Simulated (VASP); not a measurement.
# SrO (P6_3/mmc) in VASP: notebook, part 2 of 2

VASP 6.6.1.

## (3) Single point, LDA

This run uses another cell than the first one, of the same volume but with other edges.

INCAR reads:

```
SYSTEM = SrO
ALGO = Normal ; EDIFF = 1E-7
ENCUT = 520 ; ISIF = 2
ISMEAR = 0 ; LASPH = .True.
LCHARG = .False. ; LREAL = .False.
LWAVE = .False. ; NBANDS = 24
NELM = 60 ; PREC = Accurate
SIGMA = 0.05
```

KPOINTS reads:

```
k-points
0
Gamma
  9 9 4
  0 0 0
```

POSCAR reads:

```
SrO
1.0
    3.3437721139      0.0000000000      0.0000000000
   -1.6718860569      2.8957915951      0.0000000000
    0.0000000000      0.0000000000      7.0208484572
Sr O
2 2
Direct
    0.3333333333      0.6666666667      0.2500000000
    0.6666666667      0.3333333333      0.7500000000
    0.0000000000      0.0000000000      0.0000000000
    0.0000000000      0.0000000000      0.5000000000
```

Potentials or basis: VASP PAW LDA potentials, release 64 (Sr_sv, O).

Started as:

```
$ cat potpaw_LDA.64/Sr_sv/POTCAR potpaw_LDA.64/O/POTCAR > POTCAR
$ mpirun -np 1 vasp_std > vasp.out
```

OUTCAR:

```text
SYSTEM = SrO
   EDIFF = 1E-7
   ENCUT = 520
   ISIF = 2
   ISMEAR = 0
   LASPH = .True.
   LREAL = .False.
   NELM = 60
   PREC = Accurate

 ion  position               nearest neighbor table
   1  0.333  0.667  0.250-   3 2.61   4 2.61   3 2.61   4 2.61   3 2.61   4 2.61   2 4.01   2 4.01
                             2 4.01   2 4.01   2 4.01   2 4.01
   2  0.667  0.333  0.750-   3 2.61   4 2.61   3 2.61   4 2.61   3 2.61   4 2.61   1 4.01   1 4.01
                             1 4.01   1 4.01   1 4.01   1 4.01
   3  0.000  0.000  0.000-   1 2.61   2 2.61   1 2.61   2 2.61   2 2.61   1 2.61
   4  0.000  0.000  0.500-   1 2.61   2 2.61   1 2.61   2 2.61   2 2.61   1 2.61

  LATTYP: Found a hexagonal cell.
 ALAT       =     3.3437721139
 C/A-ratio  =     2.0996791103

  Lattice vectors:

 A1 = (   3.3437721139,   0.0000000000,   0.0000000000)
 A2 = (  -1.6718860569,   2.8957915951,   0.0000000000)
 A3 = (   0.0000000000,   0.0000000000,   7.0208484572)

Analysis of symmetry for initial positions (statically):
=====================================================================
 Subroutine PRICEL returns:
 Original cell was already a primitive cell.

 Routine SETGRP: Setting up the symmetry group for a
 hexagonal supercell.

 Subroutine GETGRP returns: Found 24 space group operations
 (whereof 12 operations were pure point group operations)
 out of a pool of 24 trial point group operations.

The static configuration has the point symmetry D_3d.
 The point group associated with its full space group is D_6h.

Analysis of symmetry for dynamics (positions and initial velocities):
=====================================================================
 Subroutine PRICEL returns:
 Original cell was already a primitive cell.

 Routine SETGRP: Setting up the symmetry group for a
 hexagonal supercell.

 Subroutine GETGRP returns: Found 24 space group operations
 (whereof 12 operations were pure point group operations)
 out of a pool of 24 trial point group operations.

The dynamic configuration has the point symmetry D_3d.
 The point group associated with its full space group is D_6h.

[... 125 lines left out ...]
  Thomas-Fermi vector in A             =   2.406305
   LORBIT       =      0    0 simple, 1 ext, 2 COOP (PROOUT), +10 PAW based schemes
   GGA     = CA    functional components
   LHFCALC =     F    Hartree Fock is set to
   AEXX    =    0.0000 exact exchange contribution
   IVDW    =     0    specifies the selected vdW correction
   LEPSILON=     F    determine dielectric tensor
   LRPA    =     F    only Hartree local field effects (RPA)
 non-spin polarized calculation
 Gauss-broadening in eV      SIGMA  =   0.05
  energy-cutoff  :      520.00
  volume of cell :       67.98
 maximum number of plane-waves:      1848
 NGX is ok and might be reduce to    28

 number of electron      31.9999999 magnetization

 Free energy of the ion-electron system (eV)
  ---------------------------------------------------
  ext. energy  EPLUGINS =         0.00000000
  ---------------------------------------------------
  free energy    TOTEN  =       -25.41513911 eV

  energy without entropy =      -25.41513911  energy(sigma->0) =      -25.41513911

 E-fermi :   2.0060     XC(G=0): -10.5655

 val. band max:        1.7427346723   @ k =   0.4444   0.0000   0.0000
 cond. band min:       4.0722199071   @ k =   0.0000   0.0000   0.0000
 fundamental gap:      2.3294852349
 Fermi energy:         2.0059662797

 k-point     1 :       0.0000    0.0000    0.0000
  band No.  band energies     occupation
      1     -31.2345      2.00000
      2     -31.1850      2.00000
      3     -15.0331      2.00000
      4     -13.1953      2.00000
      5     -12.9844      2.00000
      6     -12.7691      2.00000
[... 637 lines left out ...]
     23      10.7057      0.00000
     24      10.8025      0.00000

 [... further k-points ...]

------------------------ aborting loop because EDIFF is reached ----------------------------------------

  FORCE on cell =-STRESS in cart. coord.  units (eV):
  Direction    XX          YY          ZZ          XY          YZ          ZX
  --------------------------------------------------------------------------------------
  -------------------------------------------------------------------------------------
  Total        2.5225116      2.5225116    -14.1646405      0.0000000      0.0000000      0.0000000
  in kB       59.4497709     59.4497709   -333.8278506      0.0000000      0.0000000      0.0000000
  external PRESSURE =     -71.6427696 kB  Pullay stress =       0.0000000 kB

 VOLUME and BASIS-vectors are now :
 -----------------------------------------------------------------------------
  energy-cutoff  :      520.00
  volume of cell :       67.98
      direct lattice vectors                 reciprocal lattice vectors
     3.343772114  0.000000000  0.000000000     0.299063443  0.172664359  0.000000000
    -1.671886057  2.895791595  0.000000000     0.000000000  0.345328718  0.000000000
     0.000000000  0.000000000  7.020848457     0.000000000  0.000000000  0.142432928

 POSITION                                       TOTAL-FORCE (eV/Angst)
 -----------------------------------------------------------------------------------
     -0.00000      1.93053      1.75521         0.000000      0.000000      0.000000
      1.67189      0.96526      5.26564        -0.000000      0.000000      0.000000
      0.00000      0.00000      0.00000         0.000000      0.000000      0.000000
      0.00000      0.00000      3.51042         0.000000      0.000000      0.000000
 -----------------------------------------------------------------------------------
    total drift:                                0.000000     -0.000000      0.000000

  FREE ENERGIE OF THE ION-ELECTRON SYSTEM (eV)
  ---------------------------------------------------
  free  energy   TOTEN  =       -25.4151391127 eV

  energy  without entropy=      -25.4151391127  energy(sigma->0) =      -25.41513911
```

Run time: 2.4 min. Hardware: 1 thread of AMD EPYC, shared host; peak memory 0.16 GiB.

Results:

```yaml
Free_energy: -25.4151 eV
Pressure: -7.2 GPa
Band_gap_on_the_k_mesh: 2.33 eV, indirect (least direct gap 2.37 eV)
```

## (4) Single point, LDA

This run uses another cell than the first one, of the same volume but with other edges.

INCAR reads:

```
  PREC = Accurate
  ENCUT = 520
  EDIFF = 1E-7
  ISMEAR = 0
  SIGMA = 0.05
  LREAL = False
  LASPH = True
  NELM = 60
  ALGO = Normal
  ISIF = 2
  LWAVE = False
  LCHARG = False
  NBANDS = 24
```

KPOINTS reads:

```
Automatic mesh
0
Gamma
  9 9 4
```

POSCAR reads:

```
SrO
1.0
    3.6534329764      0.0000000000      0.0000000000
   -1.8267164882      3.1639657686      0.0000000000
    0.0000000000      0.0000000000      5.8811282912
Sr O
2 2
Direct
    0.3333333333      0.6666666667      0.2500000000
    0.6666666667      0.3333333333      0.7500000000
    0.0000000000      0.0000000000      0.0000000000
    0.0000000000      0.0000000000      0.5000000000
```

Potentials or basis: VASP PAW LDA potentials, release 64 (Sr_sv, O).

Started as:

```
$ cat potpaw_LDA.64/Sr_sv/POTCAR potpaw_LDA.64/O/POTCAR > POTCAR
$ mpirun -np 1 vasp_std > vasp.out
```

OUTCAR:

```text
PREC = Accurate
   ENCUT = 520
   EDIFF = 1E-7
   ISMEAR = 0
   LREAL = False
   LASPH = True
   NELM = 60
   ISIF = 2

 ion  position               nearest neighbor table
   1  0.333  0.667  0.250-   3 2.57   4 2.57   3 2.57   4 2.57   3 2.57   4 2.57   2 3.62   2 3.62
                             2 3.62   2 3.62   2 3.62   2 3.62
   2  0.667  0.333  0.750-   3 2.57   4 2.57   3 2.57   4 2.57   3 2.57   4 2.57   1 3.62   1 3.62
                             1 3.62   1 3.62   1 3.62   1 3.62
   3  0.000  0.000  0.000-   1 2.57   2 2.57   2 2.57   1 2.57   2 2.57   1 2.57
   4  0.000  0.000  0.500-   1 2.57   2 2.57   2 2.57   1 2.57   2 2.57   1 2.57

  LATTYP: Found a hexagonal cell.
 ALAT       =     3.6534329764
 C/A-ratio  =     1.6097539846

  Lattice vectors:

 A1 = (   3.6534329764,   0.0000000000,   0.0000000000)
 A2 = (  -1.8267164882,   3.1639657686,   0.0000000000)
 A3 = (   0.0000000000,   0.0000000000,   5.8811282912)

Analysis of symmetry for initial positions (statically):
=====================================================================
 Subroutine PRICEL returns:
[... 172 lines left out ...]
  ext. energy  EPLUGINS =         0.00000000
  ---------------------------------------------------
  free energy    TOTEN  =       -26.25779949 eV

  energy without entropy =      -26.25779949  energy(sigma->0) =      -26.25779949

 E-fermi :   2.6045     XC(G=0): -10.5109

 val. band max:        2.2889024376   @ k =   0.0000   0.0000   0.0000
 cond. band min:       4.6384184249   @ k =   0.0000   0.0000   0.0000
 fundamental gap:      2.3495159873
 Fermi energy:         2.6044974546

 k-point     1 :       0.0000    0.0000    0.0000
  band No.  band energies     occupation
      1     -30.7594      2.00000
      2     -30.6077      2.00000
      3     -14.9215      2.00000
      4     -13.3189      2.00000
      5     -12.5888      2.00000
      6     -12.5888      2.00000
[... 637 lines left out ...]
     23      11.8248      0.00000
     24      11.8327      0.00000

 [... further k-points ...]
[... 5 lines left out ...]
  --------------------------------------------------------------------------------------
  -------------------------------------------------------------------------------------
  Total       -3.7748204     -3.7748204      2.0534136      0.0000000      0.0000000      0.0000000
  in kB      -88.9637963    -88.9637963     48.3942131      0.0000000      0.0000000      0.0000000
  external PRESSURE =     -43.1777932 kB  Pullay stress =       0.0000000 kB

 VOLUME and BASIS-vectors are now :
 -----------------------------------------------------------------------------
  energy-cutoff  :      520.00
  volume of cell :       67.98
      direct lattice vectors                 reciprocal lattice vectors
     3.653432976  0.000000000  0.000000000     0.273715162  0.158029523  0.000000000
    -1.826716488  3.163965769  0.000000000     0.000000000  0.316059045  0.000000000
     0.000000000  0.000000000  5.881128291     0.000000000  0.000000000  0.170035400

 POSITION                                       TOTAL-FORCE (eV/Angst)
 -----------------------------------------------------------------------------------
     -0.00000      2.10931      1.47028         0.000000     -0.000000      0.000000
      1.82672      1.05466      4.41085        -0.000000      0.000000      0.000000
      0.00000      0.00000      0.00000         0.000000     -0.000000      0.000000
      0.00000      0.00000      2.94056        -0.000000     -0.000000      0.000000
 -----------------------------------------------------------------------------------
    total drift:                                0.000000     -0.000000      0.000000

  FREE ENERGIE OF THE ION-ELECTRON SYSTEM (eV)
  ---------------------------------------------------
  free  energy   TOTEN  =       -26.2577994888 eV

  energy  without entropy=      -26.2577994888  energy(sigma->0) =      -26.25779949
```

OSZICAR:

```text
N       E                     dE             d eps       ncg     rms          rms(c)
DAV:   1     0.171951056574E+03    0.17195E+03   -0.16188E+04  1728   0.128E+03
DAV:   2    -0.198369278152E+02   -0.19179E+03   -0.18043E+03  2352   0.289E+02
DAV:   3    -0.307575049939E+02   -0.10921E+02   -0.10843E+02  2744   0.606E+01
DAV:   4    -0.310284403424E+02   -0.27094E+00   -0.27079E+00  2288   0.758E+00
DAV:   5    -0.310309215191E+02   -0.24812E-02   -0.24811E-02  2424   0.781E-01    0.238E+01
DAV:   6    -0.266401267750E+02    0.43908E+01   -0.19595E+01  1896   0.245E+01    0.291E+01
DAV:   7    -0.264452647153E+02    0.19486E+00   -0.16254E+00  2480   0.690E+00    0.186E+01
DAV:   8    -0.262817586562E+02    0.16351E+00   -0.80841E-01  1808   0.549E+00    0.335E+00
DAV:   9    -0.262570033770E+02    0.24755E-01   -0.68395E-02  2504   0.187E+00    0.714E-01
DAV:  10    -0.262580454435E+02   -0.10421E-02   -0.80806E-03  2240   0.528E-01    0.264E-01
DAV:  11    -0.262577763157E+02    0.26913E-03   -0.20643E-03  2256   0.270E-01    0.877E-02
DAV:  12    -0.262578019992E+02   -0.25684E-04   -0.18168E-04  2224   0.782E-02    0.416E-02
DAV:  13    -0.262577998317E+02    0.21676E-05   -0.59102E-06  2224   0.167E-02    0.182E-02
DAV:  14    -0.262577994710E+02    0.36070E-06   -0.26627E-06  2272   0.999E-03    0.103E-03
DAV:  15    -0.262577994888E+02   -0.17849E-07   -0.28898E-07  2200   0.285E-03
   1 F= -.26257799E+02 E0= -.26257799E+02  d E =-.434031E-21
```

Wall time 1.9 min (1 thread of AMD EPYC, shared host); peak memory 0.15 GiB.

What came out:

- Free energy: -26.2578 eV
- Pressure: -4.3 GPa
- Band gap on the k mesh: 2.35 eV, direct

Stress tensor (GPa, compression positive):
```
-8.90  0.00  0.00
 0.00 -8.90  0.00
 0.00  0.00  4.84
```

 A k mesh can miss the band edges.

## (5) Single point, LDA

This run uses another cell than the first one, of the same volume but with other edges.

INCAR reads:

```
  ALGO = Normal
  EDIFF = 1E-6
  ENCUT = 520
  ISIF = 2
  ISMEAR = 0
  LASPH = True
  LCHARG = False
  LREAL = False
  LWAVE = False
  NBANDS = 24
  NELM = 60
  PREC = Accurate
  SIGMA = 0.05
```

KPOINTS reads:

```
k-points
0
Gamma
  9 9 4
```

POSCAR reads:

```
SrO
1.0
    3.4421743062      0.0000000000      0.0000000000
   -1.7210871531      2.9810103934      0.0000000000
    0.0000000000      0.0000000000      6.6251730277
Sr O
2 2
Direct
    0.3333333333      0.6666666667      0.2500000000
    0.6666666667      0.3333333333      0.7500000000
    0.0000000000      0.0000000000      0.0000000000
    0.0000000000      0.0000000000      0.5000000000
```

Started as:

```
$ cat potpaw_LDA.64/Sr_sv/POTCAR potpaw_LDA.64/O/POTCAR > POTCAR
$ mpirun -np 1 vasp_std > vasp.out
```

Wall time 2 min (1 thread of AMD EPYC, shared host); peak memory 0.16 GiB.

The run converged. Its results:

| Item | Value |
| --- | --- |
| Free energy | -26.1381 eV |
| Pressure | -6.1 GPa |
| Band gap on the k mesh | 2.98 eV, direct |

Stress tensor (GPa, compression positive):
```
  0.54   0.00   0.00
  0.00   0.54   0.00
  0.00   0.00 -19.25
```

Levels at points of the mesh, in eV from the valence-band top:
| k point | band 14 | band 15 | band 16 | band 17 | band 18 | band 19 |
| --- | --- | --- | --- | --- | --- | --- |
| (0.00, 0.00, 0.00) | -0.25 | -0.25 | 0.00 | 2.98 | 4.96 | 5.01 |
| (0.00, 0.00, 0.50) | -0.35 | -0.35 | -0.35 | 4.41 | 4.41 | 6.16 |

 A k mesh can miss the band edges.

## (6) Overview

| cell | gap on the mesh (eV) | pressure (GPa) |
| --- | --- | --- |
| a = 3.751, b = 3.751, c = 5.579 Å, angles 90.0, 90.0, 120.0°, 4 atoms | 1.62 | -3.9 |
| a = 3.344, b = 3.344, c = 7.021 Å, angles 90.0, 90.0, 120.0°, 4 atoms | 2.33 | -7.2 |
| a = 3.653, b = 3.653, c = 5.881 Å, angles 90.0, 90.0, 120.0°, 4 atoms | 2.35 | -4.3 |
| a = 3.442, b = 3.442, c = 6.625 Å, angles 90.0, 90.0, 120.0°, 4 atoms | 2.98 | -6.1 |

Alike in all rows: task single point; level LDA; potentials or basis VASP PAW LDA potentials, release 64 (Sr_sv, O); no spin polarisation; k mesh 9 × 9 × 4; cutoff (eV) 520; smearing gaussian 0.05 eV.

Total energies depend on the potentials used, so only differences within one code and one set of settings carry meaning.
